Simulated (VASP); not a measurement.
A run of VASP 6.6.1 is set up as follows.

Contents of INCAR:

```
  PREC = Accurate
  ENCUT = 520
  EDIFF = 1E-6
  ISMEAR = 0
  SIGMA = 0.05
  LREAL = F
  LASPH = T
  NELM = 80
  ALGO = Normal
  ISIF = 2
  LWAVE = F
  LCHARG = F
  GGA = CA
  NBANDS = 16
```

The input KPOINTS:

```
Automatic mesh
0
Gamma
  12 12 4
```

POSCAR

```
BN
1.0
    2.3059555345      0.0000000000      0.0000000000
   -1.1529777672      2.1549757989      0.0000000000
    0.0000000000      0.0000000000      6.0191680927
B N
2 2
Direct
    0.3248277195      0.6496554390      0.2500000000
    0.6751722805      0.3503445610      0.7500000000
    0.3486901649      0.6973803299      0.7500000000
    0.6513098351      0.3026196701      0.2500000000
```

Potentials or basis: VASP PAW LDA potentials, release 64 (B, N).

Launch:

```sh
$ cat potpaw_LDA.64/B/POTCAR potpaw_LDA.64/N/POTCAR > POTCAR
$ mpirun -np 1 vasp_std > vasp.out
```

Task: Estimate the largest force.

Result: 0.010 eV/Å.

Task: What does it give for the pressure?

Result: 38.8 GPa.

Stress tensor (GPa, compression positive):
```
88.89  0.00  0.00
 0.00 23.91  0.00
 0.00  0.00  3.66
```

Caveat: the cell differs from its parent crystal (normal strain along x -0.0733, normal strain along z -0.0733).
